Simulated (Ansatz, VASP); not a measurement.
**TiO2 in VASP and in Ansatz**

INCAR

```
PREC = Accurate ; ENCUT = 520
EDIFF = 1E-6 ; ISMEAR = -1
SIGMA = 0.05 ; LREAL = F
LASPH = T ; NELM = 80
ALGO = Normal ; ISIF = 2
LWAVE = F ; LCHARG = F
GGA = PE ; NBANDS = 60
```

Contents of KPOINTS:

```
Automatic mesh
0
Gamma
  3 9 6
```

Contents of POSCAR:

```
TiO2
1.0
    9.6445176873      0.0000000000      0.0000000000
    0.0000000000      3.0165245351      0.0000000000
    0.0000000000      0.0000000000      4.9983459781
Ti O
4 8
Direct
    0.6369000000      0.2500000000      0.5646300000
    0.3631000000      0.7500000000      0.4353700000
    0.8631000000      0.7500000000      0.0646300000
    0.1369000000      0.2500000000      0.9353700000
    0.4724000000      0.2500000000      0.2916000000
    0.5276000000      0.7500000000      0.7084000000
    0.0276000000      0.7500000000      0.7916000000
    0.9724000000      0.2500000000      0.2084000000
    0.7663000000      0.2500000000      0.8635000000
    0.2337000000      0.7500000000      0.1365000000
    0.7337000000      0.7500000000      0.3635000000
    0.2663000000      0.2500000000      0.6365000000
```

Contents of input.yaml:

```yaml
crystal:
  lattice:
    - [9.6445176873, 0.0, 0.0]
    - [0.0, 3.0165245351, 0.0]
    - [0.0, 0.0, 4.9983459781]
  atoms:
    - { symbol: Ti, position: [0.6369, 0.25, 0.56463] }
    - { symbol: Ti, position: [0.3631, 0.75, 0.43537] }
    - { symbol: Ti, position: [0.8631, 0.75, 0.06463] }
    - { symbol: Ti, position: [0.1369, 0.25, 0.93537] }
    - { symbol: O, position: [0.4724, 0.25, 0.2916] }
    - { symbol: O, position: [0.5276, 0.75, 0.7084] }
    - { symbol: O, position: [0.0276, 0.75, 0.7916] }
    - { symbol: O, position: [0.9724, 0.25, 0.2084] }
    - { symbol: O, position: [0.7663, 0.25, 0.8635] }
    - { symbol: O, position: [0.2337, 0.75, 0.1365] }
    - { symbol: O, position: [0.7337, 0.75, 0.3635] }
    - { symbol: O, position: [0.2663, 0.25, 0.6365] }
hamiltonian:
  xc: pbe
  pseudopotentials: { kind: paw }
kpoints:
  mp_grid: { grid: [3, 9, 6] }
scf:
  occupations: { method: fermi_dirac, width: 0.05 }
output:
  forces: true
  stress: true
  eigenvalues: true
  write_density: true
  write_potential: true
  elf: true
  volumetric_format: npy
```

Alike in both runs: task single point; functional PBE; k mesh 3 × 9 × 6; occupations fermi-dirac, width 0.05 eV; no spin polarisation.

|  | VASP | Ansatz |
| --- | --- | --- |
| version | VASP 6.6.1 | Ansatz 0.2.0 |
| potentials or method | VASP PAW PBE potentials, release 64 (Ti_sv, O) | Ansatz PAW |
| plane-wave cutoff (eV) | 520 | 420 |
| valence electrons in the cell | 96 | 96 |

Ansatz gave:

```
gap on the k mesh at the Fermi level (eV)                     : 2.33
least direct gap on the mesh (eV)                             : 2.37
pressure (GPa)                                                : -9.4
traceless stress, the component that is largest in VASP (GPa) : 1.14
rms of the force components (eV/Å)                            : 0.389
```

What did VASP give for the same quantities?

gap on the k mesh at the Fermi level (eV): 2.31; least direct gap on the mesh (eV): 2.34; pressure (GPa): -8.8; traceless stress, the component that is largest in VASP (GPa): 0.97; rms of the force components (eV/Å): 0.368.

Atom by atom the forces differ by 0.021 eV/Å (rms over components).

Noted on Ansatz's run: odd divisions of the mesh miss points on the zone boundary, where band edges often lie, so the gap on the mesh can be too wide.
